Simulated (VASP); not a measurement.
# Zn (Fd-3m) in VASP: single point with LDA

Aim: the single point of Zn with LDA.

Everything below comes from runs of VASP 6.6.1. Logs are shortened: lines on timing, memory, paths and dates and some standing lists are left out, and cuts for length are marked.

### Step 1. The cell of the first run

The structure is cubic, space group Fd-3m (No. 227). The conventional cell has a = 7.284 Å, b = 7.284 Å, c = 7.284 Å, α = 90.00°, β = 90.00°, γ = 90.00°. Within 3.4 Å of Zn (site symmetry -3m) lie 6 Zn at 2.58 Å.

### Step 2. Single point, LDA

File INCAR:

```
ALGO = Normal
EDIFF = 1E-6
ENCUT = 500
GGA = CA
GGA_COMPAT = F
ISIF = 2
ISMEAR = 1
LASPH = T
LCHARG = F
LREAL = F
LWAVE = F
NBANDS = 32
NELM = 120
PREC = Accurate
SIGMA = 0.05
```

File KPOINTS:

```
k-points
0
Gamma
  6 6 6
```

File POSCAR:

```
Zn
1.0
    0.0000000000      3.6420500000      3.6420500000
    3.6420500000      0.0000000000      3.6420500000
    3.6420500000      3.6420500000      0.0000000000
Zn
4
Direct
    0.1250000000      0.1250000000      0.1250000000
    0.6250000000      0.1250000000      0.1250000000
    0.1250000000      0.1250000000      0.6250000000
    0.1250000000      0.6250000000      0.1250000000
```

Potentials or basis: VASP PAW LDA potentials, release 64 (Zn).

On the command line:

```sh
$ cat potpaw_LDA.64/Zn/POTCAR > POTCAR
$ mpirun -np 1 vasp_std > vasp.out
```

OUTCAR:

```text
EDIFF = 1E-6
   ENCUT = 500
   GGA = CA
   ISIF = 2
   ISMEAR = 1
   LASPH = T
   LREAL = F
   NELM = 120
   PREC = Accurate

 ion  position               nearest neighbor table
   1  0.125  0.125  0.125-   2 2.58   3 2.58   4 2.58   3 2.58   4 2.58   2 2.58
   2  0.625  0.125  0.125-   1 2.58   3 2.58   4 2.58   1 2.58   3 2.58   4 2.58
   3  0.125  0.125  0.625-   1 2.58   1 2.58   2 2.58   4 2.58   4 2.58   2 2.58
   4  0.125  0.625  0.125-   1 2.58   3 2.58   1 2.58   2 2.58   3 2.58   2 2.58

  LATTYP: Found a face centered cubic cell.
 ALAT       =     7.2841000000

  Lattice vectors:

 A1 = (   0.0000000000,   3.6420500000,   3.6420500000)
 A2 = (   3.6420500000,   0.0000000000,   3.6420500000)
 A3 = (   3.6420500000,   3.6420500000,   0.0000000000)

Analysis of symmetry for initial positions (statically):
=====================================================================
 Subroutine PRICEL returns:
 Original cell was already a primitive cell.

 Routine SETGRP: Setting up the symmetry group for a
 face centered cubic supercell.

 Subroutine GETGRP returns: Found 48 space group operations
 (whereof 24 operations were pure point group operations)
 out of a pool of 48 trial point group operations.

The static configuration has the point symmetry T_d .
 The point group associated with its full space group is O_h .

Analysis of symmetry for dynamics (positions and initial velocities):
=====================================================================
 Subroutine PRICEL returns:
 Original cell was already a primitive cell.

 Routine SETGRP: Setting up the symmetry group for a
 face centered cubic supercell.

 Subroutine GETGRP returns: Found 48 space group operations
 (whereof 24 operations were pure point group operations)
 out of a pool of 48 trial point group operations.

The dynamic configuration has the point symmetry T_d .
 The point group associated with its full space group is O_h .

 Subroutine INISYM returns: Found 48 space group operations
 (whereof 24 operations are pure point group operations),
 and found     1 'primitive' translations

----------------------------------------------------------------------------------------

                                     Primitive cell

  volume of cell :      96.6201

  direct lattice vectors                    reciprocal lattice vectors
     0.000000000  3.642050000  3.642050000    -0.137285320  0.137285320  0.137285320
     3.642050000  0.000000000  3.642050000     0.137285320 -0.137285320  0.137285320
     3.642050000  3.642050000  0.000000000     0.137285320  0.137285320 -0.137285320

  length of vectors
     5.150636505  5.150636505  5.150636505     0.237785150  0.237785150  0.237785150

  position of ions in fractional coordinates (direct lattice)
     0.125000000  0.125000000  0.125000000
     0.625000000  0.125000000  0.125000000
     0.125000000  0.125000000  0.625000000
     0.125000000  0.625000000  0.125000000

  ion indices of the primitive-cell ions
   primitive index   ion index
                 1           1
                 2           2
                 3           3
                 4           4

----------------------------------------------------------------------------------------

 KPOINTS: k-points

Automatic generation of k-mesh.
 Grid dimensions read from file:
 generate k-points for:    6    6    6

 Generating k-lattice:

  Cartesian coordinates                     Fractional coordinates (reciprocal lattice)
    -0.022880887  0.022880887  0.022880887     0.166666667  0.000000000  0.000000000
     0.022880887 -0.022880887  0.022880887     0.000000000  0.166666667  0.000000000
     0.022880887  0.022880887 -0.022880887     0.000000000  0.000000000  0.166666667

  Length of vectors
     0.039630858  0.039630858  0.039630858

  Shift w.r.t. Gamma in fractional coordinates (k-lattice)
     0.000000000  0.000000000  0.000000000

 Subroutine IBZKPT returns following result:
 ===========================================

 Found     16 irreducible k-points:

 Following reciprocal coordinates:
            Coordinates               Weight
  0.000000  0.000000  0.000000      1.000000
  0.166667  0.000000  0.000000      8.000000
  0.333333  0.000000  0.000000      8.000000
  0.500000  0.000000  0.000000      4.000000
  0.166667  0.166667  0.000000      6.000000
  0.333333  0.166667  0.000000     24.000000
[... 8 lines left out ...]
 -0.333333  0.333333  0.166667     24.000000
 -0.333333  0.500000  0.166667     12.000000
   k-points           NKPTS =     16   k-points in BZ     NKDIM =     16   number of bands    NBANDS=     32
   number of dos      NEDOS =    301   number of ions     NIONS =      4
   total plane-waves  NPLWV =  64000
   dimension x,y,z NGX =    40 NGY =   40 NGZ =   40
   dimension x,y,z NGXF=    80 NGYF=   80 NGZF=   80
   ions per type =               4
   NGX,Y,Z   is equivalent  to a cutoff of  12.91, 12.91, 12.91 a.u.
   NGXF,Y,Z  is equivalent  to a cutoff of  25.82, 25.82, 25.82 a.u.
 SYSTEM =  unknown system
   PREC   = accura    normal or accurate (medium, high low for compatibility)
   ISTART =      0    job   : 0-new  1-cont  2-samecut
   ICHARG =      2    charge: 1-file 2-atom 10-const
   ISPIN  =      1    spin polarized calculation?
   LNONCOLLINEAR =      F non collinear calculations
   LSORBIT =      F    spin-orbit coupling
   LASPH  =      T    aspherical Exc in radial PAW
   ENCUT  =  500.0 eV  36.75 Ry    6.06 a.u.   9.39  9.39  9.39*2*pi/ulx,y,z
   NELM   =    120;   NELMIN=  2; NELMDL= -5     # of ELM steps
   EDIFF  = 0.1E-05   stopping-criterion for ELM
   LREAL  =      F    real-space projection
   EDIFFG = 0.1E-04   stopping-criterion for IOM
   NSW    =      0    number of steps for IOM
   IBRION =     -1    ionic relax: 0-MD 1-quasi-New 2-CG
   NFREE  =      0    steps in history (QN), initial steepest desc. (CG)
   ISIF   =      2    stress and relaxation
   ISYM   =      2    0-nonsym 1-usesym 2-fastsym
   POTIM  = 0.5000    time-step for ionic-motion
   TEBEG  =    0.0;   TEEND  =   0.0 temperature during run
   PSTRESS=    0.0 pullay stress
   NELECT =      48.0000    total number of electrons
   NUPDOWN=      -1.0000    fix difference up-down
   EMIN   =  10.00;   EMAX   =-10.00  energy-range for DOS
   EFERMI =   0.00;   METHOD = LEGACY
   ISMEAR =     1;   SIGMA  =   0.05  broadening in eV -4-tet -1-fermi 0-gaus
   EFERMI_NEDOS =   21; number of points for ismear=-14 and -15
   IALGO  =     38    algorithm
   IMIX   =      4    mixing-type and parameters
     AMIX     =   0.40;   BMIX     =  1.00
     AMIX_MAG =   1.60;   BMIX_MAG =  1.00
  volume/ion in A,a.u.               =      24.16       163.01
  Fermi-wavevector in a.u.,A,eV,Ry     =   1.296580  2.450181 22.873024  1.681120
  Thomas-Fermi vector in A             =   2.428027
   LORBIT       =      0    0 simple, 1 ext, 2 COOP (PROOUT), +10 PAW based schemes
   GGA     = CA    functional components
   LHFCALC =     F    Hartree Fock is set to
   AEXX    =    0.0000 exact exchange contribution
   IVDW    =     0    specifies the selected vdW correction
   LEPSILON=     F    determine dielectric tensor
   LRPA    =     F    only Hartree local field effects (RPA)
 non-spin polarized calculation
 Methfessel and Paxton  Order N= 1 SIGMA  =   0.05
  energy-cutoff  :      500.00
  volume of cell :       96.62
 maximum number of plane-waves:      2475
 NGX is ok and might be reduce to    40
   NGX = 19   NGY = 19   NGZ = 19

 number of electron      48.0000017 magnetization

 Free energy of the ion-electron system (eV)
  ---------------------------------------------------
  ext. energy  EPLUGINS =         0.00000000
  ---------------------------------------------------
  free energy    TOTEN  =        -5.29288012 eV

  energy without entropy =       -5.29245275  energy(sigma->0) =       -5.29273766

 E-fermi :   0.1169     XC(G=0):  -9.2253

 val. band max:        0.0955901241   @ k =   0.3333   0.0000   0.0000
 cond. band min:       0.1533441077   @ k =   0.5000   0.3333   0.0000
 fundamental gap:      0.0577539836
 Fermi energy:         0.1168660354

 k-point     1 :       0.0000    0.0000    0.0000
  band No.  band energies     occupation
      1      -9.2709      2.00000
      2      -8.0804      2.00000
      3      -8.0804      2.00000
      4      -8.0804      2.00000
      5      -7.8434      2.00000
      6      -7.8434      2.00000
[... 24 lines left out ...]
     31       4.9352      0.00000
     32       7.8939      0.00000

 k-point     2 :       0.1667    0.0000    0.0000
  band No.  band energies     occupation
      1      -9.1426      2.00000
      2      -8.0608      2.00000
      3      -8.0309      2.00000
      4      -8.0309      2.00000
      5      -7.8126      2.00000
      6      -7.8126      2.00000
[... 24 lines left out ...]
     31       5.7297      0.00000
     32       6.9809      0.00000

 k-point     3 :       0.3333    0.0000    0.0000
  band No.  band energies     occupation
      1      -8.8555      2.00000
      2      -7.9861      2.00000
      3      -7.9466      2.00000
      4      -7.9466      2.00000
      5      -7.6834      2.00000
      6      -7.6834      2.00000
[... 24 lines left out ...]
     31       6.0788      0.00000
     32       8.2938      0.00000

 k-point     4 :       0.5000    0.0000    0.0000
  band No.  band energies     occupation
      1      -8.6961      2.00000
      2      -7.9184      2.00000
      3      -7.9184      2.00000
      4      -7.8789      2.00000
      5      -7.5388      2.00000
      6      -7.5132      2.00000
[... 374 lines left out ...]
     31       7.5840      0.00000
     32       8.4686      0.00000

 k-point    15 :      -0.3333    0.3333    0.1667
  band No.  band energies     occupation
      1      -8.3962      2.00000
      2      -7.9255      2.00000
      3      -7.8424      2.00000
      4      -7.7934      2.00000
      5      -7.7222      2.00000
      6      -7.5414      2.00000
[... 24 lines left out ...]
     31       7.3646      0.00000
     32       8.0636      0.00000

 k-point    16 :      -0.3333    0.5000    0.1667
  band No.  band energies     occupation
      1      -8.1406      2.00000
      2      -8.1406      2.00000
      3      -7.8152      2.00000
      4      -7.8152      2.00000
      5      -7.5983      2.00000
      6      -7.5983      2.00000
[... 24 lines left out ...]
     31       7.6720      0.00000
     32       7.6720      0.00000

------------------------ aborting loop because EDIFF is reached ----------------------------------------

  FORCE on cell =-STRESS in cart. coord.  units (eV):
  Direction    XX          YY          ZZ          XY          YZ          ZX
  --------------------------------------------------------------------------------------
  -------------------------------------------------------------------------------------
  Total       -1.8975119     -1.8975119     -1.8975119      0.0000000      0.0000000      0.0000000
  in kB      -31.4649739    -31.4649739    -31.4649739      0.0000000      0.0000000      0.0000000
  external PRESSURE =     -31.4649739 kB  Pullay stress =       0.0000000 kB

 VOLUME and BASIS-vectors are now :
 -----------------------------------------------------------------------------
  energy-cutoff  :      500.00
  volume of cell :       96.62
      direct lattice vectors                 reciprocal lattice vectors
     0.000000000  3.642050000  3.642050000    -0.137285320  0.137285320  0.137285320
     3.642050000  0.000000000  3.642050000     0.137285320 -0.137285320  0.137285320
     3.642050000  3.642050000  0.000000000     0.137285320  0.137285320 -0.137285320

 POSITION                                       TOTAL-FORCE (eV/Angst)
 -----------------------------------------------------------------------------------
      0.91051      0.91051      0.91051         0.000000     -0.000000      0.000000
      0.91051      2.73154      2.73154         0.000000     -0.000000      0.000000
      2.73154      2.73154      0.91051        -0.000000      0.000000      0.000000
      2.73154      0.91051      2.73154         0.000000      0.000000     -0.000000
 -----------------------------------------------------------------------------------
    total drift:                                0.000000     -0.000000      0.000000

  FREE ENERGIE OF THE ION-ELECTRON SYSTEM (eV)
  ---------------------------------------------------
  free  energy   TOTEN  =        -5.2928801155 eV

  energy  without entropy=       -5.2924527539  energy(sigma->0) =       -5.29273766
```

Run time: 34 s. Hardware: 1 thread of Intel Xeon Platinum 8488C (Sapphire Rapids), shared host; peak memory 0.2 GiB.

Results:

- Free energy: -5.2929 eV
- Pressure: -3.1 GPa
- Band gap on the k mesh: zero (band 24 reaches 0.78 eV, above the bottom of band 25 at -0.03 eV)
